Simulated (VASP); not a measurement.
**ZnS: single point with r2SCAN**

ZnS:

```
Zn S
1.0
     0.00000    2.69451    2.61368
     2.69451    0.00000    2.61368
     2.69451    2.69451    0.00000
Zn S
1 1
Direct
  0.00000 0.00000 0.00000
  0.75000 0.75000 0.75000
```

This cell differs from its parent crystal: strain +0.000 along x and y, -0.030 along z.

```yaml
Program: VASP 6.6.1
Task: single point
Functional: r2SCAN
Potentials_or_basis: VASP PAW PBE potentials, release 64 (Zn, S)
Cutoff: 520 eV
k_mesh: 8 × 8 × 8
Occupations: gaussian, width 0.05 eV
Spin: no spin polarisation
```

```yaml
Pressure: 2.6 GPa
Band_gap_on_the_k_mesh: 2.79 eV, direct
```

Stress tensor (GPa, compression positive):
```
2.14 0.00 0.00
0.00 2.14 0.00
0.00 0.00 3.38
```

Levels at points of the mesh, in eV from the valence-band top:
```tsv
k point	band 6	band 7	band 8	band 9	band 10	band 11	band 12	band 13
(0.00, 0.00, 0.00)	-6.13	-0.11	-0.11	0.00	2.79	6.81	6.81	6.81
(0.50, 0.00, 0.00)	-5.93	-5.72	-1.10	-0.93	3.81	7.16	7.46	9.51
(0.50, 0.50, 0.00)	-5.87	-4.72	-2.61	-2.61	3.46	4.19	12.25	12.98
(0.50, 0.00, 0.50)	-5.93	-4.90	-2.48	-2.40	3.63	4.51	11.87	12.89
```

It took 2.4 min on 1 thread of AMD EPYC 7R43 64-Core Processor (Zen 3) (shared host), peak memory 0.15 GiB.

Caveat: the cell differs from its parent crystal (strain +0.000 along x and y, -0.030 along z); the PAW data sets were made with another functional, which shifts forces and pressure a little.
